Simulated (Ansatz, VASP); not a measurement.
## PbS in VASP and in Ansatz

```
CELL_PARAMETERS angstrom
3.65311 0.00000 0.00000
0.00000 3.65311 0.00000
0.00000 0.00000 3.65311
ATOMIC_POSITIONS crystal
Pb 0.00000 0.00000 0.00000
S 0.50000 0.50000 0.50000
```

Alike in both runs: functional PBE; k mesh 16 × 16 × 16; occupations gaussian, width 0.1 eV; no spin polarisation.

Ansatz relaxed the structure, and its values are those at the end. VASP's run is a single point on that final structure, the one shown.

|  | VASP | Ansatz |
| --- | --- | --- |
| version | VASP 6.6.1 | Ansatz 0.2.0 |
| potentials or method | VASP PAW PBE potentials, release 64 (Pb_d, S), cutoff 520 eV | scalar-relativistic, plane waves, PAW |
| valence electrons in the cell | 20 | 20 |

|  | VASP | Ansatz | Ansatz less VASP |
| --- | --- | --- | --- |
| gap on the k mesh at the Fermi level (eV) | none | none | - |
| pressure (GPa) | -0.1 | 0.0 | +0.08 |

A gap of «none» marks a metal or a gap that the smearing closes.

Neither program's run includes spin-orbit coupling.
